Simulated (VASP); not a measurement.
# PbO2 (P4_2/mnm) in VASP: notebook, part 2 of 2

VASP 6.6.1. The steps go on from the part before.

### 3 Single point, PBE

This run uses another cell than the first one, of 14.81 Å³/atom.

INCAR

```
  ALGO = Normal
  EDIFF = 1E-6
  ENCUT = 520
  GGA = PE
  ISIF = 2
  ISMEAR = 0
  LASPH = True
  LCHARG = False
  LREAL = False
  LWAVE = False
  NBANDS = 35
  NELM = 60
  PREC = Accurate
  SIGMA = 0.01
```

KPOINTS

```
k-points
0
Gamma
  8 8 10
```

POSCAR

```
PbO2
1.0
    5.0810240466      0.0000000000      0.0000000000
    0.0000000000      5.0810240466      0.0000000000
    0.0000000000      0.0000000000      3.4425601251
Pb O
2 4
Direct
    0.0000000000      0.0000000000      0.0000000000
    0.5000000000      0.5000000000      0.5000000000
    0.3080075539      0.3080075539      0.0000000000
    0.1919924461      0.8080075539      0.5000000000
    0.6919924461      0.6919924461      0.0000000000
    0.8080075539      0.1919924461      0.5000000000
```

Potentials or basis: VASP PAW PBE potentials, release 64 (Pb_d, O).

Run with:

```sh
$ cat potpaw_PBE.64/Pb_d/POTCAR potpaw_PBE.64/O/POTCAR > POTCAR
$ mpirun -np 1 vasp_std > vasp.out
```

OUTCAR:

```text
EDIFF = 1E-6
   ENCUT = 520
   GGA = PE
   ISIF = 2
   ISMEAR = 0
   LASPH = True
   LREAL = False
   NELM = 60
   PREC = Accurate

 ion  position               nearest neighbor table
   1  0.000  0.000  0.000-   4 2.21   6 2.21   4 2.21   6 2.21   5 2.21   3 2.21   2 3.98   2 3.98
                             2 3.98   2 3.98   2 3.98   2 3.98   2 3.98   2 3.98
   2  0.500  0.500  0.500-   3 2.21   5 2.21   3 2.21   5 2.21   4 2.21   6 2.21   1 3.98   1 3.98
                             1 3.98   1 3.98   1 3.98   1 3.98   1 3.98   1 3.98
   3  0.308  0.308  0.000-   2 2.21   2 2.21   1 2.21
   4  0.192  0.808  0.500-   1 2.21   1 2.21   2 2.21
   5  0.692  0.692  0.000-   2 2.21   2 2.21   1 2.21
   6  0.808  0.192  0.500-   1 2.21   1 2.21   2 2.21

  LATTYP: Found a simple tetragonal cell.
 ALAT       =     5.0810240466
 C/A-ratio  =     0.6775327362

  Lattice vectors:

 A1 = (   5.0810240466,   0.0000000000,   0.0000000000)
 A2 = (   0.0000000000,   5.0810240466,   0.0000000000)
 A3 = (   0.0000000000,   0.0000000000,   3.4425601251)

Analysis of symmetry for initial positions (statically):
=====================================================================
 Subroutine PRICEL returns:
 Original cell was already a primitive cell.

 Routine SETGRP: Setting up the symmetry group for a
 simple tetragonal supercell.

 Subroutine GETGRP returns: Found 16 space group operations
 (whereof  8 operations were pure point group operations)
 out of a pool of 16 trial point group operations.

The static configuration has the point symmetry D_2h.
 The point group associated with its full space group is D_4h.

Analysis of symmetry for dynamics (positions and initial velocities):
=====================================================================
 Subroutine PRICEL returns:
 Original cell was already a primitive cell.

[... 131 lines left out ...]
   ISMEAR =     0;   SIGMA  =   0.01  broadening in eV -4-tet -1-fermi 0-gaus
   EFERMI_NEDOS =   21; number of points for ismear=-14 and -15
   IALGO  =     38    algorithm
   IMIX   =      4    mixing-type and parameters
     AMIX     =   0.40;   BMIX     =  1.00
     AMIX_MAG =   1.60;   BMIX_MAG =  1.00
  volume/ion in A,a.u.               =      14.81        99.96
  Fermi-wavevector in a.u.,A,eV,Ry     =   1.369245  2.587498 25.508648  1.874833
  Thomas-Fermi vector in A             =   2.495138
   LORBIT       =      0    0 simple, 1 ext, 2 COOP (PROOUT), +10 PAW based schemes
   GGA     = PE    functional components
   LHFCALC =     F    Hartree Fock is set to
   AEXX    =    0.0000 exact exchange contribution
   IVDW    =     0    specifies the selected vdW correction
   LEPSILON=     F    determine dielectric tensor
   LRPA    =     F    only Hartree local field effects (RPA)
 non-spin polarized calculation
 Gauss-broadening in eV      SIGMA  =   0.01
  energy-cutoff  :      520.00
  volume of cell :       88.88
 maximum number of plane-waves:      2425
 NGX is ok and might be reduce to    40
   NGX = 19   NGY = 19   NGZ = 13

 number of electron      51.9999983 magnetization

 Free energy of the ion-electron system (eV)
  ---------------------------------------------------
  ext. energy  EPLUGINS =         0.00000000
  ---------------------------------------------------
  free energy    TOTEN  =       -31.86743946 eV

  energy without entropy =      -31.86736078  energy(sigma->0) =      -31.86740012

 E-fermi :   3.7262     XC(G=0): -10.3730

 val. band max:        3.7206469892   @ k =   0.1250   0.1250   0.0000
 cond. band min:       3.7293013872   @ k =   0.1250   0.1250   0.0000
 fundamental gap:      0.0086543980
 Fermi energy:         3.7262375346

 k-point     1 :       0.0000    0.0000    0.0000
  band No.  band energies     occupation
      1     -14.2509      2.00000
      2     -14.2111      2.00000
      3     -12.6532      2.00000
      4     -12.6532      2.00000
      5     -11.7688      2.00000
      6     -11.6205      2.00000
[... 901 lines left out ...]
     34      14.9407      0.00000
     35      15.6838      0.00000

 [... further k-points ...]
[... 5 lines left out ...]
  --------------------------------------------------------------------------------------
  -------------------------------------------------------------------------------------
  Total        0.0994128      0.0994128      0.2026797      0.0000000      0.0000000      0.0000000
  in kB        1.7921281      1.7921281      3.6537326      0.0000000      0.0000000      0.0000000
  external PRESSURE =       2.4126629 kB  Pullay stress =       0.0000000 kB

 VOLUME and BASIS-vectors are now :
 -----------------------------------------------------------------------------
  energy-cutoff  :      520.00
  volume of cell :       88.88
      direct lattice vectors                 reciprocal lattice vectors
     5.081024047  0.000000000  0.000000000     0.196810720  0.000000000  0.000000000
     0.000000000  5.081024047  0.000000000     0.000000000  0.196810720  0.000000000
     0.000000000  0.000000000  3.442560125     0.000000000  0.000000000  0.290481492

 POSITION                                       TOTAL-FORCE (eV/Angst)
 -----------------------------------------------------------------------------------
      0.00000      0.00000      0.00000         0.000000      0.000000     -0.000000
      2.54051      2.54051      1.72128         0.000000      0.000000     -0.000000
      1.56499      1.56499      0.00000        -0.008395     -0.008395     -0.000000
      0.97552      4.10551      1.72128         0.008395     -0.008395     -0.000000
      3.51603      3.51603      0.00000         0.008395      0.008395      0.000000
      4.10551      0.97552      1.72128        -0.008395      0.008395      0.000000
 -----------------------------------------------------------------------------------
    total drift:                                0.000000      0.000000     -0.000000

  FREE ENERGIE OF THE ION-ELECTRON SYSTEM (eV)
  ---------------------------------------------------
  free  energy   TOTEN  =       -31.8674394607 eV

  energy  without entropy=      -31.8673607846  energy(sigma->0) =      -31.86740012
```

stdout:

```text
POSCAR found type information on POSCAR PbO
 POSCAR found :  2 types and       6 ions
 scaLAPACK will be used
 LDA part: xc-table for (Slater+PW92), standard interpolation
 POSCAR, INCAR and KPOINTS ok, starting setup
 FFT: planning ... GRIDC
 FFT: planning ... GRID_SOFT
 FFT: planning ... GRID
 WAVECAR not read
 entering main loop
```

It took 2.9 min on 1 thread of AMD EPYC 9R45 (Zen 5), shared host; peak memory 0.32 GiB.

What came out:

```
Free energy            : -31.8674 eV
Pressure               : 0.2 GPa
Largest force          : 0.012 eV/Å
Band gap on the k mesh : 0.01 eV
```

Forces in eV/Å, atoms in the order of the input:
```
Pb   0.000  0.000  0.000
Pb   0.000  0.000  0.000
O   -0.008 -0.008  0.000
O    0.008 -0.008  0.000
O    0.008  0.008  0.000
O   -0.008  0.008  0.000
```

Stress tensor (GPa, compression positive):
```
0.18 0.00 0.00
0.00 0.18 0.00
0.00 0.00 0.37
```

Caveat: spin-orbit coupling is left out, which moves the levels of the heavy elements.

### 4 Single point, PBE (13.04 Å³/atom)

This run uses another cell than the first one, of 13.04 Å³/atom.

INCAR

```
SYSTEM = PbO2
PREC = Accurate ; ENCUT = 520
EDIFF = 1E-7 ; ISMEAR = 0
SIGMA = 0.1 ; LREAL = .FALSE.
LASPH = .TRUE. ; NELM = 60
ALGO = Normal ; ISIF = 2
LWAVE = .FALSE. ; LCHARG = .FALSE.
GGA = PE ; NBANDS = 35
```

KPOINTS

```
regular mesh
0
G
  8 8 10
  0 0 0
```

POSCAR

```
PbO2
1.0
    4.7898513811      0.0000000000      0.0000000000
    0.0000000000      4.7898513811      0.0000000000
    0.0000000000      0.0000000000      3.4105401752
Pb O
2 4
Direct
    0.0000000000      0.0000000000      0.0000000000
    0.5000000000      0.5000000000      0.5000000000
    0.3071471739      0.3071471739      0.0000000000
    0.1928528261      0.8071471739      0.5000000000
    0.6928528261      0.6928528261      0.0000000000
    0.8071471739      0.1928528261      0.5000000000
```

Run with:

```sh
$ cat potpaw_PBE.64/Pb_d/POTCAR potpaw_PBE.64/O/POTCAR > POTCAR
$ mpirun -np 1 vasp_std > vasp.out
```

Wall time 2.2 min (1 thread of AMD EPYC 9R45 (Zen 5), shared host); peak memory 0.28 GiB.

The run converged. Its results:

```yaml
Free_energy: -31.2719 eV
Pressure: 19.9 GPa
Largest_force: 0.006 eV/Å
```

Forces on the atoms (eV/Å):
```
Pb   0.000  0.000  0.000
Pb   0.000  0.000  0.000
O   -0.005 -0.005  0.000
O    0.005 -0.005  0.000
O    0.005  0.005  0.000
O   -0.005  0.005  0.000
```

Stress tensor (GPa, compression positive):
```
19.80  0.00  0.00
 0.00 19.80  0.00
 0.00  0.00 20.09
```

Levels at points of the mesh, in eV from the Fermi level:
```csv
k point,band 22,band 23,band 24,band 25,band 26,band 27,band 28,band 29,band 30,band 31
"(0.00, 0.00, 0.00)",-0.73,-0.73,-0.67,-0.65,-0.65,-0.03,4.67,5.92,5.92,10.01
"(0.50, 0.00, 0.00)",-1.47,-0.72,-0.72,-0.47,-0.47,3.05,3.05,6.56,6.56,10.64
"(0.50, 0.50, 0.00)",-1.87,-0.73,-0.73,-0.56,-0.56,3.38,3.38,7.04,7.04,10.90
"(0.00, 0.00, 0.50)",-2.14,-1.37,-1.37,-0.96,-0.96,4.35,4.35,9.45,9.45,9.71
"(0.50, 0.00, 0.50)",-1.24,-0.97,-0.97,-0.06,-0.06,4.76,4.76,7.96,7.96,10.23
"(0.50, 0.50, 0.50)",-1.65,-0.82,-0.82,-0.63,-0.63,3.35,3.35,8.63,8.63,10.08
```

Caveat: the cell stands under pressure; spin-orbit coupling is left out, which moves the levels of the heavy elements.

### 5 Single point, PBE (13.49 Å³/atom)

This run uses another cell than the first one, of 13.49 Å³/atom.

INCAR

```
ALGO = Normal
EDIFF = 1E-6
ENCUT = 520
GGA = PE
ISIF = 2
ISMEAR = 0
LASPH = True
LCHARG = False
LREAL = False
LWAVE = False
NBANDS = 35
NELM = 100
PREC = Accurate
SIGMA = 0.1
```

KPOINTS

```
k-points
0
Gamma
  8 8 10
```

POSCAR

```
PbO2
1.0
    4.8641081722      0.0000000000      0.0000000000
    0.0000000000      4.8641081722      0.0000000000
    0.0000000000      0.0000000000      3.4199481169
Pb O
2 4
Direct
    0.0000000000      0.0000000000      0.0000000000
    0.5000000000      0.5000000000      0.5000000000
    0.3069834273      0.3069834273      0.0000000000
    0.1930165727      0.8069834273      0.5000000000
    0.6930165727      0.6930165727      0.0000000000
    0.8069834273      0.1930165727      0.5000000000
```

Run with:

```sh
$ cat potpaw_PBE.64/Pb_d/POTCAR potpaw_PBE.64/O/POTCAR > POTCAR
$ mpirun -np 1 vasp_std > vasp.out
```

It took 1.9 min on 1 thread of AMD EPYC 9R45 (Zen 5), shared host; peak memory 0.29 GiB.

The run converged. Its results:

* Free energy: -31.5513 eV
* Pressure: 13.5 GPa
* Largest force: 0.005 eV/Å

Forces on the atoms (eV/Å):
```
Pb   0.000  0.000  0.000
Pb   0.000  0.000  0.000
O   -0.004 -0.004  0.000
O    0.004 -0.004  0.000
O    0.004  0.004  0.000
O   -0.004  0.004  0.000
```

Stress tensor (GPa, compression positive):
```
13.46  0.00  0.00
 0.00 13.46  0.00
 0.00  0.00 13.64
```

Levels at points of the mesh, in eV from the Fermi level:
```
           k point  band 24  band 25  band 26  band 27  band 28  band 29
(0.00, 0.00, 0.00)    -0.65    -0.63    -0.63     0.03     4.50     5.91
(0.50, 0.00, 0.00)    -0.68    -0.41    -0.41     2.80     2.80     6.53
(0.50, 0.50, 0.00)    -0.69    -0.50    -0.50     3.16     3.16     6.93
(0.00, 0.00, 0.50)    -1.24    -0.87    -0.87     4.10     4.10     9.25
(0.50, 0.00, 0.50)    -0.87    -0.10    -0.10     4.47     4.47     7.74
(0.50, 0.50, 0.50)    -0.73    -0.56    -0.56     3.12     3.12     8.55
```

Caveat: the cell stands under pressure; spin-orbit coupling is left out, which moves the levels of the heavy elements.

### 6 Single point, PBE

INCAR

```
  PREC = Accurate
  ENCUT = 520
  EDIFF = 1E-6
  ISMEAR = 0
  SIGMA = 0.1
  LREAL = F
  LASPH = T
  NELM = 100
  ALGO = Normal
  ISIF = 2
  LWAVE = F
  LCHARG = T
  GGA = PE
  LELF = T
  LVHAR = T
  NBANDS = 35
```

KPOINTS

```
regular mesh
0
Gamma
  8 8 10
```

POSCAR

```
PbO2
1.0
    4.9577000000      0.0000000000      0.0000000000
    0.0000000000      4.9577000000      0.0000000000
    0.0000000000      0.0000000000      3.3879000000
Pb O
2 4
Direct
    0.0000000000      0.0000000000      0.0000000000
    0.5000000000      0.5000000000      0.5000000000
    0.3067681390      0.3067681390      0.0000000000
    0.1932318610      0.8067681390      0.5000000000
    0.6932318610      0.6932318610      0.0000000000
    0.8067681390      0.1932318610      0.5000000000
```

Potentials or basis: VASP PAW PBE potentials, release 64 (Pb_d, O).

Run with:

```sh
$ cat potpaw_PBE.64/Pb_d/POTCAR potpaw_PBE.64/O/POTCAR > POTCAR
$ mpirun -np 1 vasp_std > vasp.out
```

Wall time 2.3 min (1 thread of AMD EPYC 9R45 (Zen 5), shared host); peak memory 0.31 GiB.

It converged, with:

```
Free energy   : -31.7101 eV
Pressure      : 9.2 GPa
Largest force : 0.021 eV/Å
```

Forces in eV/Å, atoms in the order of the input:
```
Pb   0.000  0.000  0.000
Pb   0.000  0.000  0.000
O   -0.015 -0.015  0.000
O    0.015 -0.015  0.000
O    0.015  0.015  0.000
O   -0.015  0.015  0.000
```

Stress tensor (GPa, compression positive):
```
 8.57  0.00  0.00
 0.00  8.57  0.00
 0.00  0.00 10.62
```

Levels at points of the mesh, in eV from the Fermi level:
```
           k point  band 22  band 23  band 24  band 25  band 26  band 27  band 28  band 29  band 30  band 31
(0.00, 0.00, 0.00)    -0.65    -0.65    -0.62    -0.62    -0.62     0.04     4.41     5.93     5.93     9.72
(0.50, 0.00, 0.00)    -1.38    -0.67    -0.67    -0.42    -0.42     2.54     2.54     6.56     6.56     9.95
(0.50, 0.50, 0.00)    -1.66    -0.68    -0.68    -0.53    -0.53     2.97     2.97     6.85     6.85    10.28
(0.00, 0.00, 0.50)    -2.06    -1.19    -1.19    -0.84    -0.84     3.87     3.87     8.99     8.99     9.77
(0.50, 0.00, 0.50)    -1.12    -0.84    -0.84    -0.21    -0.21     4.19     4.19     7.44     7.44    10.07
(0.50, 0.50, 0.50)    -1.86    -0.72    -0.72    -0.58    -0.58     2.91     2.91     8.42     8.42     9.93
```

Caveat: the cell stands under pressure; spin-orbit coupling is left out, which moves the levels of the heavy elements.

### 7 Summary

| task | cell | k mesh | cutoff (eV) | smearing | gap on the mesh (eV) | pressure (GPa) | largest force (eV/Å) |
| --- | --- | --- | --- | --- | --- | --- | --- |
| relaxation of cell and atoms | relaxed from a = 4.958, b = 4.958, c = 3.388 Å, 6 atoms | 4 × 4 × 6 | 600 | gaussian 0.1 eV | 0.16 | 0.2 | 0.04 |
| single point | a = 5.081, b = 5.081, c = 3.443 Å, 6 atoms | 8 × 8 × 10 | 520 | gaussian 0.01 eV | 0.01 | 0.2 | 0.01 |
| single point | a = 4.790, b = 4.790, c = 3.411 Å, 6 atoms | 8 × 8 × 10 | 520 | gaussian 0.1 eV | - | 19.9 | 0.01 |
| single point | a = 4.864, b = 4.864, c = 3.420 Å, 6 atoms | 8 × 8 × 10 | 520 | gaussian 0.1 eV | - | 13.5 | 0.01 |
| single point | a = 4.958, b = 4.958, c = 3.388 Å, 6 atoms | 8 × 8 × 10 | 520 | gaussian 0.1 eV | - | 9.2 | 0.02 |

Alike in all rows: level PBE; potentials or basis VASP PAW PBE potentials, release 64 (Pb_d, O); no spin polarisation.

Caveats: spin-orbit coupling is left out, which moves the levels of the heavy elements; the cell stands under pressure (at least some runs); the relaxation stopped at a loose force limit of 0.05 eV/Å, so its end isn't a converged minimum (at least some runs).

Absolute energies hang on the potentials; compare differences alone.
